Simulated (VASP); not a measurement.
Wanted: the native input for a VASP 6.6.1 run.

- Task: single point
- Functional: PBE
- Potentials or basis: VASP PAW PBE potentials, release 64 (Si, Sn_d)
- Cutoff: 500 eV
- k mesh: 10 × 10 × 10
- Occupations: gaussian, width 0.1 eV
- Spin: no spin polarisation
- Dipole correction: no
- Further INCAR settings: ALGO = Normal; EDIFF = 1e-06; NBANDS = 38

The structure of SiSn4 lies in POSCAR:

```
SiSn4
1.0
   -4.1665034176      4.1665034176      1.8895383628
    4.1665034176     -4.1665034176      1.8895383628
    4.1665034176      4.1665034176     -1.8895383628
Si Sn
1 4
Direct
    0.5000000000      0.5000000000      0.0000000000
   -0.0029487001      0.7314065208      0.7284578208
    1.0029487001      0.2685934792      0.2715421792
    0.7314065208      1.0029487001      0.7343552209
    0.2685934792     -0.0029487001      0.2656447791
```

One way to write it, as run:

INCAR

```
ALGO = Normal
EDIFF = 1E-6
ENCUT = 500
GGA = PE
GGA_COMPAT = False
ISIF = 2
ISMEAR = 0
LASPH = True
LCHARG = False
LREAL = False
LWAVE = False
NBANDS = 38
NELM = 120
PREC = Accurate
SIGMA = 0.1
```

KPOINTS

```
k-points
0
Gamma
  10 10 10
```

Potentials or basis: VASP PAW PBE potentials, release 64 (Si, Sn_d).

Launch:

```bash
$ cat potpaw_PBE.64/Si/POTCAR potpaw_PBE.64/Sn_d/POTCAR > POTCAR
$ mpirun -np 1 vasp_std > vasp.out
```

Results of the run:

The pressure is 0.0 GPa and the band gap on the k mesh is zero (bands 30 and 31 overlap by 2.47 eV).

Caveat: spin-orbit coupling is left out, which moves the levels of the heavy elements.

Wall time 20 min on 1 thread of Oxide Virtual Turin-like Processor, with other jobs on the host, peak memory 0.65 GiB.
